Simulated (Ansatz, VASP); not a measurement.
**Pd in VASP and in Ansatz**

INCAR

```
  PREC = Accurate
  ENCUT = 520
  EDIFF = 1E-7
  ISMEAR = -1
  SIGMA = 0.05
  LREAL = False
  LASPH = True
  NELM = 150
  ALGO = Normal
  ISIF = 2
  LWAVE = False
  LCHARG = False
  ISPIN = 2
  MAGMOM = 0.6 0.6
  LORBIT = 11
  LMAXMIX = 4
  LDAU = True
  LDAUTYPE = 2
  LDAUL = 2
  LDAUU = 8
  LDAUJ = 0
  LDAUPRINT = 1
  GGA = PE
  NBANDS = 21
```

KPOINTS

```
Automatic mesh
0
Gamma
  14 14 7
```

POSCAR

```
Pd
1.0
    2.7836650458      0.0000000000      0.0000000000
   -1.3918325229      2.4107246453      0.0000000000
    0.0000000000      0.0000000000      4.6288930000
Pd
2
Direct
    0.6666666667      0.3333333333      0.7500000000
    0.3333333333      0.6666666667      0.2500000000
```

Input for Ansatz:

```yaml
crystal:
  lattice:
    - [2.7836650458, 0.0, 0.0]
    - [-1.3918325229, 2.4107246453, 0.0]
    - [0.0, 0.0, 4.628893]
  atoms:
    - { symbol: Pd, position: [0.6666666667, 0.3333333333, 0.75], spin: 0.6 }
    - { symbol: Pd, position: [0.3333333333, 0.6666666667, 0.25], spin: 0.6 }
magnetization:
  spin_polarized: true
kpoints:
  mp_grid: { grid: [14, 14, 7] }
scf:
  occupations: { method: fermi_dirac, width: 0.05 }
hamiltonian:
  xc: pbe
  pseudopotentials: { kind: paw }
  hubbard: { sites: [{ species: Pd, l: d, u_eff: 8 }] }
output:
  forces: true
  stress: true
  eigenvalues: true
  hubbard: { sites: [{ species: Pd, l: d }] }
  populations: true
```

Alike in both runs: task single point; functional PBE; k mesh 14 × 14 × 7; occupations fermi-dirac, width 0.05 eV; collinear spin; Hubbard terms Pd d U = 8.0 eV.

|  | VASP | Ansatz |
| --- | --- | --- |
| version | VASP 6.6.1 | Ansatz 0.2.0 |
| potentials or method | VASP PAW PBE potentials, release 64 (Pd) | PAW with Ansatz's default frozen-core files, scalar-relativistic |
| plane-wave cutoff (eV) | 520 | 420 |
| valence electrons in the cell | 20 | 36 |

|  | VASP | Ansatz | Ansatz less VASP |
| --- | --- | --- | --- |
| pressure (GPa) | -16.4 | 5.4 | +21.81 |
| traceless stress, the component that is largest in VASP (GPa) | 4.39 | -1.05 | -5.441 |
| rms of the force components (eV/Å) | 0.000 | 0.020 | +0.0198 |
| net moment per atom (μB) | 0.28 | 0.20 | -0.077 |
| size of the moment on the site where the two differ most (μB) | 0.36 | 0.06 | -0.300 |

Site moments also hang on the region over which each program counts them. The programs project onto different local orbitals, so the same U acts differently, and such runs can settle in different states. Atom by atom the forces differ by 0.020 eV/Å (rms over components). VASP's potentials hold 20 valence electrons a cell and Ansatz's 36, so a difference there can come from the potentials and not from the codes. Ansatz's warnings: filled band counts differ across k points.
